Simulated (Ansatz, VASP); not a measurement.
# Two plane-wave programs on Zn

```
CELL_PARAMETERS angstrom
-1.44541 1.50564 1.54584
1.44541 -1.50564 1.54584
1.44541 1.50564 -1.54584
ATOMIC_POSITIONS crystal
Zn 0.00000 0.00000 0.00000
```

Change from the starting cell: normal strain along x -0.0400, normal strain along z +0.0267.

Alike in both runs: task single point; functional LDA; k mesh 20 × 20 × 20; occupations gaussian, width 0.15 eV; no spin polarisation.

|  | VASP | Ansatz |
| --- | --- | --- |
| version | VASP 6.6.1 | Ansatz 0.2.0 |
| potentials or method | VASP PAW LDA potentials, release 64 (Zn), cutoff 520 eV | scalar-relativistic, plane waves, PAW |
| valence electrons in the cell | 12 | 12 |

```csv
,VASP,Ansatz,Ansatz less VASP
gap on the k mesh at the Fermi level (eV),none,none,-
pressure (GPa),2.2,1.5,-0.70
"traceless stress, the component that is largest in VASP (GPa)",-2.42,-2.43,-0.012
```

LDA's correlation is that of Perdew and Zunger in VASP and of Perdew and Wang (1992) in Ansatz. A gap of «none» marks a metal or a gap that the smearing closes.
